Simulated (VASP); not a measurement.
# C in VASP: further runs, part 2 of 2

VASP 6.6.1. The steps go on from the part before.

## (3) Single point, LDA

File INCAR:

```
PREC = Accurate
ENCUT = 520
EDIFF = 1E-7
ISMEAR = 0
SIGMA = 0.1
LREAL = False
LASPH = True
NELM = 80
ALGO = Normal
ISIF = 2
LWAVE = False
LCHARG = True
GGA = CA
LELF = True
LVHAR = True
NBANDS = 11
```

File KPOINTS:

```
regular mesh
0
Gamma
  18 18 6
```

File POSCAR:

```
C
1.0
    2.4447828845      0.0000000000      0.0000000000
   -1.2223914423      2.1172440847      0.0000000000
    0.0000000000      0.0000000000      8.5257676655
C
2
Direct
    0.3333333333      0.6666666667      0.0000000000
    0.6666666667      0.3333333333      0.0000000000
```

Potentials or basis: VASP PAW LDA potentials, release 64 (C).

The run is started by

```
$ cat potpaw_LDA.64/C/POTCAR > POTCAR
$ mpirun -np 1 vasp_std > vasp.out
```

Wall time 28 s (1 thread of Intel Xeon 6975P-C (Granite Rapids), shared host); peak memory 0.17 GiB.

It converged, with:

| Item | Value |
| --- | --- |
| Free energy | -20.1745 eV |
| Band gap on the k mesh | zero (filled and empty bands touch) |

Levels at points of the mesh, in eV from the Fermi level:
| k point | band 1 | band 2 | band 3 | band 4 | band 5 | band 6 | band 7 | band 8 |
| --- | --- | --- | --- | --- | --- | --- | --- | --- |
| (0.00, 0.00, 0.00) | -19.51 | -7.82 | -3.03 | -3.03 | 3.09 | 5.43 | 7.05 | 8.43 |
| (0.50, 0.00, 0.00) | -14.12 | -13.31 | -6.48 | -2.40 | 1.64 | 7.70 | 11.09 | 11.18 |
| (0.00, 0.00, 0.50) | -19.51 | -7.82 | -3.03 | -3.03 | 3.70 | 4.02 | 8.43 | 8.43 |
| (0.50, 0.00, 0.50) | -14.12 | -13.31 | -6.48 | -2.40 | 1.64 | 7.70 | 11.51 | 11.62 |

## (4) Relaxation of cell and atoms, LDA

This run uses another cell than the first one, of 22.27 Å³/atom, 1.009 times its volume.

File INCAR:

```
PREC     = Accurate       # precision mode
ENCUT    = 600            # plane-wave cutoff, eV
EDIFF    = 1E-6           # SCF threshold, eV
ISMEAR   = 0              # smearing method
SIGMA    = 0.1            # smearing width, eV
LREAL    = False          # projectors in reciprocal space
LASPH    = True           # aspherical terms in the spheres
NELM     = 60             # most SCF steps
ALGO     = Normal         # electronic algorithm
ISIF     = 3              # what is computed and relaxed
LWAVE    = False          # write WAVECAR
LCHARG   = False          # write CHGCAR
GGA      = CA             # functional
IBRION   = 2              # ionic algorithm
NSW      = 100            # ionic steps
EDIFFG   = -0.005         # ionic threshold
```

File KPOINTS:

```
Automatic mesh
0
Gamma
  18 18 6
```

File POSCAR:

```
C
1.0
    2.4561701622      0.0000000000      0.0000000000
   -1.2280850811      2.1271057565      0.0000000000
    0.0000000000      0.0000000000      8.5238033600
C
2
Direct
    0.3333333300      0.6666666700      0.0000000000
    0.6666666700      0.3333333300      0.0000000000
```

The run is started by

```
$ cat potpaw_LDA.64/C/POTCAR > POTCAR
$ mpirun -np 1 vasp_std > vasp.out
```

It took 5.2 min on 1 thread of Intel Xeon 6975P-C (Granite Rapids), shared host; peak memory 0.18 GiB.

It converged, with:

```
Free energy                            : -20.2282 eV
Relaxed volume                         : 9.29 Å³/atom
Relaxed cell                           : a = 2.446 Å, b = 2.446 Å, c = 3.585 Å, α = 90.00°, β = 90.00°, γ = 120.00°
Space group after relaxing (to 0.05 Å) : P6/mmm (No. 191)
Energy gained by relaxing              : 24.4 meV/atom
Ionic steps                            : 24
Band gap on the k mesh                 : zero (band 4 reaches 4.61 eV, above the bottom of band 5 at 3.68 eV)
```

The path:
```csv
step,energy change (eV),largest force (eV/Å),pressure (GPa),volume (Å³)
1,0.0000,0.0000,-1.43,44.53
2,0.0113,0.0000,3.41,43.26
3,-0.0024,0.0000,-0.07,44.15
4,-0.0024,0.0000,-0.04,44.15
5,-0.0025,0.0000,-0.04,44.11
6,-0.0026,0.0000,-0.04,43.99
7,-0.0028,0.0000,-0.04,43.75
8,-0.0033,0.0000,-0.04,43.28
9,-0.0044,0.0000,-0.04,42.33
10,-0.0065,0.0000,-0.03,40.44
11,-0.0103,0.0000,0.03,36.66
12,-0.0154,0.0000,0.19,29.10
13,0.2427,0.0000,10.14,14.00
14,-0.0156,0.0000,0.19,28.80
15,-0.0348,0.0000,0.28,21.39
16,-0.0453,0.0000,1.03,17.70
17,-0.0441,0.0000,0.33,19.83
18,-0.0485,0.0000,0.57,18.76
19,-0.0485,0.0000,0.72,18.26
20,0.0166,0.0000,-16.12,19.28
21,-0.0485,0.0000,0.06,18.29
22,-0.0485,0.0000,0.07,18.29
23,-0.0488,0.0000,0.02,18.44
24,-0.0488,0.0000,-0.03,18.57
```

Final structure:
```
CELL_PARAMETERS angstrom
2.44580 0.00000 0.00000
-1.22290 2.11812 0.00000
0.00000 0.00000 3.58463
ATOMIC_POSITIONS crystal
C 0.33333 0.66667 0.00000
C 0.66667 0.33333 0.00000
```

Levels at points of the mesh, in eV from the Fermi level:
```csv
k point,band 1,band 2,band 3,band 4,band 5,band 6,band 7,band 8
"(0.00, 0.00, 0.00)",-19.57,-7.04,-3.01,-3.01,3.29,8.42,8.42,11.76
"(0.50, 0.00, 0.00)",-14.16,-13.34,-6.47,-1.88,2.34,7.58,10.61,10.74
"(0.00, 0.00, 0.50)",-19.38,-8.49,-3.00,-3.00,8.47,8.47,8.56,15.28
"(0.50, 0.00, 0.50)",-14.02,-13.23,-6.44,-2.88,1.00,7.84,12.77,15.71
```

Caveat: the volume moved by over 15 % at a fixed basis, so the end points are rough.

## (5) Single point, LDA

File INCAR:

```
PREC = Accurate
ENCUT = 520
EDIFF = 1E-7
ISMEAR = 0
SIGMA = 0.1
LREAL = False
LASPH = True
NELM = 80
ALGO = Normal
ISIF = 2
LWAVE = False
LCHARG = True
GGA = CA
LELF = True
LVHAR = True
NBANDS = 11
```

File KPOINTS:

```
regular mesh
0
Gamma
  18 18 6
```

File POSCAR:

```
C
1.0
    2.4447829893      0.0000000000      0.0000000000
   -1.2223914946      2.1172441755      0.0000000000
    0.0000000000      0.0000000000      8.5257692348
C
2
Direct
    0.3333333333      0.6666666667      0.0000000000
    0.6666666667      0.3333333333      0.0000000000
```

The run is started by

```
$ cat potpaw_LDA.64/C/POTCAR > POTCAR
$ mpirun -np 1 vasp_std > vasp.out
```

Run time: 51 s. Hardware: 1 thread of Intel Xeon 6975P-C, shared host; peak memory 0.17 GiB.

The run converged. Its results:

| Item | Value |
| --- | --- |
| Free energy | -20.1745 eV |
| Band gap on the k mesh | zero (filled and empty bands touch) |

Levels at points of the mesh, in eV from the Fermi level:
| k point | band 1 | band 2 | band 3 | band 4 | band 5 | band 6 | band 7 | band 8 |
| --- | --- | --- | --- | --- | --- | --- | --- | --- |
| (0.00, 0.00, 0.00) | -19.51 | -7.82 | -3.03 | -3.03 | 3.09 | 5.43 | 7.05 | 8.43 |
| (0.50, 0.00, 0.00) | -14.12 | -13.31 | -6.48 | -2.40 | 1.64 | 7.70 | 11.09 | 11.18 |
| (0.00, 0.00, 0.50) | -19.51 | -7.82 | -3.03 | -3.03 | 3.70 | 4.02 | 8.43 | 8.43 |
| (0.50, 0.00, 0.50) | -14.12 | -13.31 | -6.48 | -2.40 | 1.64 | 7.70 | 11.51 | 11.62 |

## (6) Relaxation of cell and atoms, LDA

This run uses another cell than the first one, of 22.27 Å³/atom, 1.009 times its volume.

File INCAR:

```
PREC     = Accurate       # precision mode
ENCUT    = 600            # plane-wave cutoff, eV
EDIFF    = 1E-6           # SCF threshold, eV
ISMEAR   = 0              # smearing method
SIGMA    = 0.1            # smearing width, eV
LREAL    = False          # projectors in reciprocal space
LASPH    = True           # aspherical terms in the spheres
NELM     = 60             # most SCF steps
ALGO     = Normal         # electronic algorithm
ISIF     = 3              # what is computed and relaxed
LWAVE    = False          # write WAVECAR
LCHARG   = False          # write CHGCAR
GGA      = CA             # functional
IBRION   = 2              # ionic algorithm
NSW      = 100            # ionic steps
EDIFFG   = -0.005         # ionic threshold
```

File KPOINTS:

```
Automatic mesh
0
Gamma
  18 18 6
```

File POSCAR:

```
C
1.0
    2.4561701622      0.0000000000      0.0000000000
   -1.2280850811      2.1271057565      0.0000000000
    0.0000000000      0.0000000000      8.5238033600
C
2
Direct
    0.3333333300      0.6666666700      0.0000000000
    0.6666666700      0.3333333300      0.0000000000
```

Potentials or basis: VASP PAW LDA potentials, release 64 (C).

The run is started by

```
$ cat potpaw_LDA.64/C/POTCAR > POTCAR
$ mpirun -np 1 vasp_std > vasp.out
```

It took 9.7 min on 1 thread of Intel Xeon 6975P-C, shared host; peak memory 0.18 GiB.

The run converged. Its results:

```
Free energy                            : -20.2282 eV
Relaxed volume                         : 9.29 Å³/atom
Relaxed cell                           : a = 2.446 Å, b = 2.446 Å, c = 3.585 Å, α = 90.00°, β = 90.00°, γ = 120.00°
Space group after relaxing (to 0.05 Å) : P6/mmm (No. 191)
Energy gained by relaxing              : 24.4 meV/atom
Ionic steps                            : 24
Band gap on the k mesh                 : zero (band 4 reaches 4.61 eV, above the bottom of band 5 at 3.68 eV)
```

The path:
```tsv
step	energy change (eV)	largest force (eV/Å)	pressure (GPa)	volume (Å³)
1	0.0000	0.0000	-1.43	44.53
2	0.0113	0.0000	3.41	43.26
3	-0.0024	0.0000	-0.07	44.15
4	-0.0024	0.0000	-0.04	44.15
5	-0.0025	0.0000	-0.04	44.11
6	-0.0026	0.0000	-0.04	43.99
7	-0.0028	0.0000	-0.04	43.75
8	-0.0033	0.0000	-0.04	43.28
9	-0.0044	0.0000	-0.04	42.33
10	-0.0065	0.0000	-0.03	40.44
11	-0.0103	0.0000	0.03	36.66
12	-0.0154	0.0000	0.19	29.10
13	0.2427	0.0000	10.14	14.00
14	-0.0156	0.0000	0.19	28.80
15	-0.0348	0.0000	0.28	21.39
16	-0.0453	0.0000	1.03	17.70
17	-0.0441	0.0000	0.33	19.83
18	-0.0485	0.0000	0.57	18.76
19	-0.0485	0.0000	0.72	18.26
20	0.0166	0.0000	-16.12	19.28
21	-0.0485	0.0000	0.06	18.29
22	-0.0485	0.0000	0.07	18.29
23	-0.0488	0.0000	0.02	18.44
24	-0.0488	0.0000	-0.03	18.57
```

Final structure:
```xyz
2
Lattice="2.4458 0.0000 0.0000 -1.2229 2.1181 0.0000 0.0000 0.0000 3.5846" Properties=species:S:1:pos:R:3 pbc="T T T"
C     0.0000    1.4121    0.0000
C     1.2229    0.7060    0.0000
```

Levels at points of the mesh, in eV from the Fermi level:
```csv
k point,band 2,band 3,band 4,band 5,band 6,band 7
"(0.00, 0.00, 0.00)",-7.04,-3.01,-3.01,3.29,8.42,8.42
"(0.50, 0.00, 0.00)",-13.34,-6.47,-1.88,2.34,7.58,10.61
"(0.00, 0.00, 0.50)",-8.49,-3.00,-3.00,8.47,8.47,8.56
"(0.50, 0.00, 0.50)",-13.23,-6.44,-2.88,1.00,7.84,12.77
```

Caveat: the volume moved by over 15 % at a fixed basis, so the end points are rough.

## (7) Summary

```csv
task,cell,k mesh,cutoff (eV),smearing,gap on the mesh (eV)
single point,"a = 2.445, b = 2.445, c = 8.526 Å, angles 90.0, 90.0, 120.0°, 2 atoms",18 × 18 × 4,520,gaussian 0.15 eV,none
single point,"a = 2.445, b = 2.445, c = 8.526 Å, angles 90.0, 90.0, 120.0°, 2 atoms",18 × 18 × 6,520,gaussian 0.1 eV,none
relaxation of cell and atoms,"relaxed from a = 2.456, b = 2.456, c = 8.524 Å, angles 90.0, 90.0, 120.0°, 2 atoms",18 × 18 × 6,600,gaussian 0.1 eV,none
```

Alike in all rows: level LDA; potentials or basis VASP PAW LDA potentials, release 64 (C); no spin polarisation.

Caveats: the volume moved by over 15 % at a fixed basis, so the end points are rough (some runs).

Absolute energies hang on the potentials; compare differences alone.
